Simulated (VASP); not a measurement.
Zn: single point with r2SCAN+rVV10

The system is Zn.

```
Zn
1.0
     2.61347    0.00000    0.00000
    -1.30674    2.26333    0.00000
     0.00000    0.00000    4.75938
Zn
2
Direct
  0.33333 0.66667 0.25000
  0.66667 0.33333 0.75000
```

| Quantity | Value |
| --- | --- |
| Program | VASP 6.6.1 |
| Task | single point |
| Functional | r2SCAN |
| Dispersion | rVV10 |
| Potentials or basis | VASP PAW PBE potentials, release 64 (Zn) |
| Cutoff | 520 eV |
| k mesh | 10 × 10 × 4 |
| Occupations | gaussian, width 0.1 eV |
| Spin | no spin polarisation |
| Dipole correction | no |
| Further INCAR settings | ALGO = Normal; EDIFF = 1e-06; NBANDS = 19 |

```json
{
 "Pressure": "0.7 GPa",
 "Band gap on the k mesh": "zero (bands 12 and 13 overlap by 3.96 eV)"
}
```

Stress tensor (GPa, compression positive):
```
0.83 0.00 0.00
0.00 0.83 0.00
0.00 0.00 0.36
```

Levels at points of the mesh, in eV from the Fermi level:
```tsv
k point	band 10	band 11	band 12	band 13	band 14	band 15
(0.00, 0.00, 0.00)	-7.51	-7.51	-4.15	-2.82	15.83	19.06
(0.50, 0.00, 0.00)	-7.29	-3.34	-2.40	3.16	3.81	5.04
(0.00, 0.00, 0.50)	-7.62	-7.62	-7.62	5.49	5.49	20.61
(0.50, 0.00, 0.50)	-7.30	-2.31	-2.31	0.34	0.34	11.58
```

Run time: 2.6 min on 1 thread of Intel Xeon 8259CL (shared host), peak memory 0.22 GiB.

Caveat: the PAW data sets were made with another functional, which shifts forces and pressure a little.
